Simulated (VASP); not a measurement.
Input of a VASP 6.6.1 run:

The input INCAR:

```
ALGO = Normal ; EDIFF = 1E-7
ENCUT = 520 ; GGA = PS
ISIF = 2 ; ISMEAR = 0
LASPH = T ; LCHARG = T
LELF = T ; LREAL = F
LVHAR = T ; LWAVE = F
NBANDS = 33 ; NELM = 100
PREC = Accurate ; SIGMA = 0.1
```

The input KPOINTS:

```
k-points
0
Gamma
  12 12 12
```

Contents of POSCAR:

```
TaN
1.0
    5.2824992862      0.0000000000      0.0000000000
   -2.6412496431      4.5747785773      0.0000000000
    0.0000000000      0.0000000000      2.8612453117
Ta N
3 3
Direct
    0.3333333333      0.6666666667      0.5000000000
    0.6666666667      0.3333333333      0.5000000000
    0.0000000000      0.0000000000      0.0000000000
    0.3920341981      0.0000000000      0.0000000000
    0.6079658019      0.6079658019      0.0000000000
    0.0000000000      0.3920341981      0.0000000000
```

Potentials or basis: VASP PAW PBE potentials, release 64 (Ta_pv, N).

Command:

```console
$ cat potpaw_PBE.64/Ta_pv/POTCAR potpaw_PBE.64/N/POTCAR > POTCAR
$ mpirun -np 1 vasp_std > vasp.out
```

(1) Predict the band gap on the k mesh.

(2) Estimate the largest force.

## Answers

(1) zero (bands 24 and 25 overlap by 2.96 eV).

(2) 0.114 eV/Å.

Caveat: the cell differs from its parent crystal (biaxial strain in the a-b plane: +2.0 %); the PAW data sets were made with another functional, which shifts forces and pressure a little; spin-orbit coupling is left out, which moves the levels of the heavy elements.
